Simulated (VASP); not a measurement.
# Si2W (I4/mmm) in VASP: further runs

Si2W is run at these levels: PBE; tasks: single point.

Everything below comes from runs of VASP 6.6.1. Logs are shortened: lines on timing, memory, paths and dates and some standing lists are left out, and cuts for length are marked.

## (1) The cell of the first run

It takes space group I4/mmm (No. 139, tetragonal). The conventional cell has a = 3.328 Å, b = 3.328 Å, c = 7.406 Å, α = 90.00°, β = 90.00°, γ = 90.00°. Within 3.1 Å of Si (site symmetry 4mm) lie 5 W at 2.32 to 2.73 Å and 5 Si at 2.53 to 2.76 Å. Within 3.1 Å of W (site symmetry 4/mmm) lie 10 Si at 2.32 to 2.73 Å.

## (2) Single point, PBE

Contents of INCAR:

```
PREC = Accurate
ENCUT = 520
EDIFF = 1E-6
ISMEAR = 0
SIGMA = 0.15
LREAL = F
LASPH = T
NELM = 100
ALGO = Normal
ISIF = 2
LWAVE = F
LCHARG = F
GGA = PE
NBANDS = 18
```

Contents of KPOINTS:

```
regular mesh
0
Gamma
  18 18 18
```

Contents of POSCAR:

```
Si2W
1.0
   -1.6641748970      1.6641748970      3.7029555634
    1.6641748970     -1.6641748970      3.7029555634
    1.6641748970      1.6641748970     -3.7029555634
Si W
2 1
Direct
    0.3133835313      0.3133835313      0.0000000000
    0.6866164687      0.6866164687      0.0000000000
    0.0000000000      0.0000000000      0.0000000000
```

Potentials or basis: VASP PAW PBE potentials, release 64 (Si, W_sv).

Started as:

```bash
cat potpaw_PBE.64/Si/POTCAR potpaw_PBE.64/W_sv/POTCAR > POTCAR
mpirun -np 1 vasp_std > vasp.out
```

OUTCAR:

```text
PREC = Accurate
   ENCUT = 520
   EDIFF = 1E-6
   ISMEAR = 0
   LREAL = F
   LASPH = T
   NELM = 100
   ISIF = 2
   GGA = PE

 ion  position               nearest neighbor table
   1  0.313  0.313  0.000-   3 2.32   2 2.53   2 2.53   2 2.53   2 2.53   3 2.73   3 2.73   3 2.73
                             3 2.73   2 2.76
   2  0.687  0.687  0.000-   3 2.32   1 2.53   1 2.53   1 2.53   1 2.53   3 2.73   3 2.73   3 2.73
                             3 2.73   1 2.76
   3  0.000  0.000  0.000-   1 2.32   2 2.32   2 2.73   2 2.73   2 2.73   1 2.73   1 2.73   1 2.73
                             2 2.73   1 2.73

  LATTYP: Found a body centered tetragonal cell.
 ALAT       =     3.3283497940
 C/A-ratio  =     2.2251000001

  Lattice vectors:

 A1 = (  -1.6641748970,   1.6641748970,   3.7029555634)
 A2 = (   1.6641748970,  -1.6641748970,   3.7029555634)
 A3 = (   1.6641748970,   1.6641748970,  -3.7029555634)

Analysis of symmetry for initial positions (statically):
=====================================================================
 Subroutine PRICEL returns:
 Original cell was already a primitive cell.

 Routine SETGRP: Setting up the symmetry group for a
 body centered tetragonal supercell.

 Subroutine GETGRP returns: Found 16 space group operations
 (whereof 16 operations were pure point group operations)
 out of a pool of 16 trial point group operations.

The static configuration has the point symmetry D_4h.

Analysis of symmetry for dynamics (positions and initial velocities):
=====================================================================
 Subroutine PRICEL returns:
 Original cell was already a primitive cell.

 Routine SETGRP: Setting up the symmetry group for a
 body centered tetragonal supercell.

 Subroutine GETGRP returns: Found 16 space group operations
 (whereof 16 operations were pure point group operations)
 out of a pool of 16 trial point group operations.

The dynamic configuration has the point symmetry D_4h.

 Subroutine INISYM returns: Found 16 space group operations
 (whereof 16 operations are pure point group operations),
 and found     1 'primitive' translations

----------------------------------------------------------------------------------------

                                     Primitive cell

  volume of cell :      41.0210
[... 88 lines left out ...]
   LASPH  =      T    aspherical Exc in radial PAW
   ENCUT  =  520.0 eV  38.22 Ry    6.18 a.u.   8.16  8.16  8.16*2*pi/ulx,y,z
   NELM   =    100;   NELMIN=  2; NELMDL= -5     # of ELM steps
   EDIFF  = 0.1E-05   stopping-criterion for ELM
   LREAL  =      F    real-space projection
   EDIFFG = 0.1E-04   stopping-criterion for IOM
   NSW    =      0    number of steps for IOM
   IBRION =     -1    ionic relax: 0-MD 1-quasi-New 2-CG
   NFREE  =      0    steps in history (QN), initial steepest desc. (CG)
   ISIF   =      2    stress and relaxation
   ISYM   =      2    0-nonsym 1-usesym 2-fastsym
   POTIM  = 0.5000    time-step for ionic-motion
   TEBEG  =    0.0;   TEEND  =   0.0 temperature during run
   PSTRESS=    0.0 pullay stress
   NELECT =      22.0000    total number of electrons
   NUPDOWN=      -1.0000    fix difference up-down
   EMIN   =  10.00;   EMAX   =-10.00  energy-range for DOS
   EFERMI =   0.00;   METHOD = LEGACY
   ISMEAR =     0;   SIGMA  =   0.15  broadening in eV -4-tet -1-fermi 0-gaus
   EFERMI_NEDOS =   21; number of points for ismear=-14 and -15
   IALGO  =     38    algorithm
   IMIX   =      4    mixing-type and parameters
     AMIX     =   0.40;   BMIX     =  1.00
     AMIX_MAG =   1.60;   BMIX_MAG =  1.00
  volume/ion in A,a.u.               =      13.67        92.27
  Fermi-wavevector in a.u.,A,eV,Ry     =   1.330088  2.513501 24.070517  1.769133
  Thomas-Fermi vector in A             =   2.459201
   LORBIT       =      0    0 simple, 1 ext, 2 COOP (PROOUT), +10 PAW based schemes
   GGA     = PE    functional components
   LHFCALC =     F    Hartree Fock is set to
   AEXX    =    0.0000 exact exchange contribution
   IVDW    =     0    specifies the selected vdW correction
   LEPSILON=     F    determine dielectric tensor
   LRPA    =     F    only Hartree local field effects (RPA)
 non-spin polarized calculation
 Gauss-broadening in eV      SIGMA  =   0.15
  energy-cutoff  :      520.00
  volume of cell :       41.02
 maximum number of plane-waves:      1138
 NGX is ok and might be reduce to    36

 number of electron      22.0000000 magnetization

 Free energy of the ion-electron system (eV)
  ---------------------------------------------------
  ext. energy  EPLUGINS =         0.00000000
  ---------------------------------------------------
  free energy    TOTEN  =       -23.83167262 eV

  energy without entropy =      -23.82781242  energy(sigma->0) =      -23.82974252

 E-fermi :  11.6397     XC(G=0): -12.4355

 val. band max:       11.6359701330   @ k =   0.1111  -0.0000   0.0000
 cond. band min:      11.6443581776   @ k =  -0.3889  -0.4444   0.2778
 fundamental gap:      0.0083880446
 Fermi energy:        11.6397387014

 k-point     1 :       0.0000    0.0000    0.0000
  band No.  band energies     occupation
      1     -62.1385      2.00000
      2     -26.5220      2.00000
      3     -26.3693      2.00000
      4     -26.3693      2.00000
      5      -2.3930      2.00000
      6       5.7164      2.00000
[... 481 lines left out ...]
      5      -1.5611      2.00000
      6       5.2538      2.00000
[... 10 lines left out ...]
     17      17.9950      0.00000
     18      18.9875      0.00000

 [... further k-points ...]

------------------------ aborting loop because EDIFF is reached ----------------------------------------

  FORCE on cell =-STRESS in cart. coord.  units (eV):
  Direction    XX          YY          ZZ          XY          YZ          ZX
  --------------------------------------------------------------------------------------
  -------------------------------------------------------------------------------------
  Total       -2.7537243     -2.7537243     12.0107898      0.0000000      0.0000000     -0.0000000
  in kB     -107.5535181   -107.5535181    469.1111176      0.0000000      0.0000000     -0.0000000
  external PRESSURE =      84.6680271 kB  Pullay stress =       0.0000000 kB

 VOLUME and BASIS-vectors are now :
 -----------------------------------------------------------------------------
  energy-cutoff  :      520.00
  volume of cell :       41.02
      direct lattice vectors                 reciprocal lattice vectors
    -1.664174897  1.664174897  3.702955563     0.000000000  0.300449190  0.135027275
     1.664174897 -1.664174897  3.702955563     0.300449190  0.000000000  0.135027275
     1.664174897  1.664174897 -3.702955563     0.300449190  0.300449190  0.000000000

 POSITION                                       TOTAL-FORCE (eV/Angst)
 -----------------------------------------------------------------------------------
      0.00000      0.00000      2.32089         0.000000      0.000000      4.086318
      0.00000      0.00000      5.08502         0.000000      0.000000     -4.086318
      0.00000      0.00000      0.00000        -0.000000     -0.000000     -0.000000
 -----------------------------------------------------------------------------------
    total drift:                               -0.000000      0.000000     -0.000000

  FREE ENERGIE OF THE ION-ELECTRON SYSTEM (eV)
  ---------------------------------------------------
  free  energy   TOTEN  =       -23.8316726185 eV

  energy  without entropy=      -23.8278124158  energy(sigma->0) =      -23.82974252
```

stdout:

```text
POSCAR found type information on POSCAR SiW
 POSCAR found :  2 types and       3 ions
 scaLAPACK will be used
 LDA part: xc-table for (Slater+PW92), standard interpolation
 POSCAR, INCAR and KPOINTS ok, starting setup
 FFT: planning ... GRIDC
 FFT: planning ... GRID_SOFT
 FFT: planning ... GRID
 WAVECAR not read
 entering main loop
```

Wall time 9.3 min (1 thread of Intel Xeon 8259CL, shared host); peak memory 0.47 GiB.

Results:

- Free energy: -23.8317 eV
- Pressure: 8.5 GPa
- Largest force: 4.086 eV/Å
- Band gap on the k mesh: zero (bands 11 and 12 overlap by 1.28 eV)

Forces in eV/Å, atoms in the order of the input:
```
Si   0.000  0.000  4.086
Si   0.000  0.000 -4.086
W    0.000  0.000  0.000
```

Stress tensor (GPa, compression positive):
```
-10.76   0.00   0.00
  0.00 -10.76   0.00
  0.00   0.00  46.91
```

Levels at points of the mesh, in eV from the Fermi level:
| k point | band 7 | band 8 | band 9 | band 10 | band 11 | band 12 | band 13 | band 14 | band 15 | band 16 |
| --- | --- | --- | --- | --- | --- | --- | --- | --- | --- | --- |
| (0.00, 0.00, 0.00) | -3.70 | -3.70 | -2.57 | -2.52 | 0.58 | 1.77 | 2.34 | 3.62 | 3.62 | 4.77 |
| (0.50, 0.00, 0.00) | -4.73 | -4.05 | -3.01 | -2.68 | -0.72 | 1.56 | 2.41 | 4.21 | 4.43 | 5.95 |
| (0.50, 0.50, 0.00) | -6.42 | -5.94 | -5.34 | -2.48 | -0.91 | 2.67 | 2.77 | 3.02 | 4.58 | 5.14 |
| (0.50, 0.50, 0.50) | -3.92 | -3.44 | -1.80 | -1.80 | -0.42 | -0.42 | 0.94 | 5.37 | 5.63 | 5.79 |

Caveat: the cell differs from its parent crystal (atoms shifted along a free coordinate, c/a of the conventional cell at fixed volume 2.2251); the stress differs along the axes, from -11 to 47 GPa; spin-orbit coupling is left out, which moves the levels of the heavy elements; forces of over 1 eV/Å act on the atoms, so gaps and moduli don't describe the material at rest.

## (3) Single point, PBE

This run uses another cell than the first one, of the same volume but with other edges.

Contents of INCAR:

```
SYSTEM = Si2W
PREC = Accurate
ENCUT = 520
EDIFF = 1E-7
ISMEAR = 0
SIGMA = 0.15
LREAL = .False.
LASPH = .True.
NELM = 100
ALGO = Normal
ISIF = 2
LWAVE = .False.
LCHARG = .True.
GGA = PE
LELF = .True.
LVHAR = .True.
NBANDS = 18
```

Contents of KPOINTS:

```
Automatic mesh
0
Gamma
  18 18 18
  0 0 0
```

Contents of POSCAR:

```
Si2W
1.0
   -1.5705355019      1.5705355019      4.1576786341
    1.5705355019     -1.5705355019      4.1576786341
    1.5705355019      1.5705355019     -4.1576786341
Si W
2 1
Direct
    0.3557618575      0.3557618575      0.0000000000
    0.6442381425      0.6442381425      0.0000000000
    0.0000000000      0.0000000000      0.0000000000
```

Potentials or basis: VASP PAW PBE potentials, release 64 (Si, W_sv).

Started as:

```bash
cat potpaw_PBE.64/Si/POTCAR potpaw_PBE.64/W_sv/POTCAR > POTCAR
mpirun -np 1 vasp_std > vasp.out
```

Wall time 8.1 min (1 thread of Intel Xeon 8259CL, shared host); peak memory 0.47 GiB.

It converged, with:

```yaml
Free_energy: -24.1034 eV
Pressure: 10.6 GPa
Largest_force: 3.178 eV/Å
Band_gap_on_the_k_mesh: zero (bands 11 and 12 overlap by 0.69 eV)
```

Forces on the atoms (eV/Å):
```
Si   0.000  0.000 -3.178
Si   0.000  0.000  3.178
W    0.000  0.000  0.000
```

Stress tensor (GPa, compression positive):
```
16.89  0.00  0.00
 0.00 16.89  0.00
 0.00  0.00 -2.06
```

Levels at points of the mesh, in eV from the Fermi level:
```csv
k point,band 7,band 8,band 9,band 10,band 11,band 12,band 13,band 14,band 15,band 16
"(0.00, 0.00, 0.00)",-4.87,-4.04,-2.14,-2.14,0.42,2.36,2.36,3.82,3.92,4.15
"(0.50, 0.00, 0.00)",-6.70,-5.08,-3.34,-2.77,-0.23,2.08,2.81,3.45,4.04,5.70
"(0.50, 0.50, 0.00)",-5.35,-4.74,-4.10,-4.05,-2.63,2.77,2.95,3.14,3.59,3.62
"(0.50, 0.50, 0.50)",-4.31,-2.01,-0.80,-0.80,0.11,0.11,0.50,3.54,3.71,7.10
```

Caveat: the cell differs from its parent crystal (atoms shifted along a free coordinate, c/a of the conventional cell at fixed volume 2.6473); the stress differs along the axes, from -2 to 17 GPa; spin-orbit coupling is left out, which moves the levels of the heavy elements; forces of over 1 eV/Å act on the atoms, so gaps and moduli don't describe the material at rest.

## (4) Single point, PBE (13.67 Å³/atom, c/a of the conventional cell at fixed volume 2.6473)

Contents of INCAR:

```
PREC = Accurate ; ENCUT = 520
EDIFF = 1E-6 ; ISMEAR = 0
SIGMA = 0.15 ; LREAL = F
LASPH = T ; NELM = 80
ALGO = Normal ; ISIF = 2
LWAVE = F ; LCHARG = F
GGA = PE ; NBANDS = 18
```

Contents of KPOINTS:

```
Automatic mesh
0
Gamma
  18 18 18
```

Contents of POSCAR:

```
Si2W
1.0
   -1.5705355019      1.5705355019      4.1576786341
    1.5705355019     -1.5705355019      4.1576786341
    1.5705355019      1.5705355019     -4.1576786341
Si W
2 1
Direct
    0.3345726944      0.3345726944      0.0000000000
    0.6654273056      0.6654273056      0.0000000000
    0.0000000000      0.0000000000      0.0000000000
```

Started as:

```bash
cat potpaw_PBE.64/Si/POTCAR potpaw_PBE.64/W_sv/POTCAR > POTCAR
mpirun -np 1 vasp_std > vasp.out
```

Run time: 8.2 min. Hardware: 1 thread of Intel Xeon 8259CL, shared host; peak memory 0.47 GiB.

It converged, with:

| Quantity | Value |
| --- | --- |
| Free energy | -24.6022 eV |
| Pressure | 0.1 GPa |
| Largest force | 0.046 eV/Å |
| Band gap on the k mesh | zero (bands 11 and 12 overlap by 1.53 eV) |

Forces on the atoms (eV/Å):
```
Si   0.000  0.000  0.046
Si   0.000  0.000 -0.046
W    0.000  0.000  0.000
```

Stress tensor (GPa, compression positive):
```
  9.58   0.00   0.00
  0.00   9.58   0.00
  0.00   0.00 -18.73
```

Levels at points of the mesh, in eV from the Fermi level:
| k point | band 9 | band 10 | band 11 | band 12 | band 13 | band 14 |
| --- | --- | --- | --- | --- | --- | --- |
| (0.00, 0.00, 0.00) | -2.46 | -2.46 | 1.04 | 3.00 | 3.16 | 3.57 |
| (0.50, 0.00, 0.00) | -2.96 | -2.37 | -0.22 | 2.93 | 3.02 | 3.22 |
| (0.50, 0.50, 0.00) | -4.86 | -3.77 | -1.71 | 1.95 | 2.83 | 2.88 |
| (0.50, 0.50, 0.50) | -0.60 | -0.60 | -0.33 | -0.33 | 1.14 | 2.95 |

Caveat: the cell differs from its parent crystal (c/a of the conventional cell at fixed volume 2.6473); the stress differs along the axes, from -19 to 10 GPa; spin-orbit coupling is left out, which moves the levels of the heavy elements.

## (5) Summary

| cell | gap on the mesh (eV) | pressure (GPa) | largest force (eV/Å) |
| --- | --- | --- | --- |
| a = 4.388 Å, angles 135.4, 135.4, 64.9°, 3 atoms, atomic positions A | none | 8.5 | 4.09 |
| a = 4.714 Å, angles 141.1, 141.1, 56.2°, 3 atoms, atomic positions B | none | 10.6 | 3.18 |
| a = 4.714 Å, angles 141.1, 141.1, 56.2°, 3 atoms, atomic positions C | none | 0.1 | 0.05 |

Alike in all rows: task single point; level PBE; potentials or basis VASP PAW PBE potentials, release 64 (Si, W_sv); no spin polarisation; k mesh 18 × 18 × 18; cutoff (eV) 520; smearing gaussian 0.15 eV.

Caveats: spin-orbit coupling is left out, which moves the levels of the heavy elements; forces of over 1 eV/Å act on the atoms, so gaps and moduli don't describe the material at rest (at least some runs); the stress differs along the axes, from -11 to 47 GPa (at least some runs); the stress differs along the axes, from -2 to 17 GPa (at least some runs); the stress differs along the axes, from -19 to 10 GPa (at least some runs).

Absolute energies hang on the potentials; compare differences alone.

The gap in the log of VASP goes by the Fermi energy; the results here count the filled bands.